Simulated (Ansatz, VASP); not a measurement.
## Pb4F in VASP and in Ansatz

```
CELL_PARAMETERS angstrom
4.77504 0.00000 0.00000
0.00000 4.77504 0.00000
0.00000 0.00000 6.42444
ATOMIC_POSITIONS crystal
Pb 0.50000 0.00000 0.25092
Pb 0.00000 0.50000 0.74908
Pb 0.50000 0.00000 0.74908
Pb 0.00000 0.50000 0.25092
F 0.00000 0.00000 0.00000
```

Change from the starting cell: ordered vacancies on the anion sites of antifluorite (P4/mmm, No. 123).

Alike in both runs: functional PBE; k mesh 8 × 8 × 6; occupations gaussian, width 0.1 eV; no spin polarisation.

Ansatz relaxed the structure, and its values are those at the end. VASP's run is a single point on that final structure, the one shown.

```csv
,VASP,Ansatz
version,VASP 6.6.1,Ansatz 0.2.0
potentials or method,"VASP PAW PBE potentials, release 64 (Pb_d, F), cutoff 520 eV","scalar-relativistic, plane waves, PAW"
valence electrons in the cell,63,63
```

|  | VASP | Ansatz | Ansatz less VASP |
| --- | --- | --- | --- |
| gap on the k mesh at the Fermi level (eV) | none | none | - |
| pressure (GPa) | -0.1 | 0.0 | +0.08 |

A gap of «none» marks a metal or a gap that the smearing closes. The functional is the same, so the differences come from potentials, cutoffs and numerics.

Neither program's run includes spin-orbit coupling.
